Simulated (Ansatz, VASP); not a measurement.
## InP: VASP beside Ansatz

```
In P
1.0
     0.00000    2.87189    2.93050
     2.93050    0.00000    2.93050
     2.93050    2.87189    0.00000
In P
1 1
Direct
  0.00000 0.00000 0.00000
  0.75000 0.75000 0.75000
```

Change from the starting cell: strain -0.0200 x Voigt [0, 1, 0, 0, 0, 0], atoms carried along.

Alike in both runs: task single point; functional r2SCAN; k mesh 8 × 8 × 8; occupations gaussian, width 0.05 eV; no spin polarisation.

|  | VASP | Ansatz |
| --- | --- | --- |
| version | VASP 6.6.1 | Ansatz 0.2.0 |
| potentials or method | VASP PAW PBE potentials, release 64 (In_d, P), cutoff 520 eV | scalar-relativistic, plane waves, PAW |
| valence electrons in the cell | 18 | 18 |

```tsv
	VASP	Ansatz	Ansatz less VASP
gap on the k mesh at the Fermi level (eV)	1.22	1.22	-0.005
least direct gap on the mesh (eV)	1.22	1.22	-0.005
pressure (GPa)	3.2	3.3	+0.11
traceless stress, the component that is largest in VASP (GPa)	0.56	0.55	-0.006
```

VASP's potentials were made for PBE, not for r2SCAN.
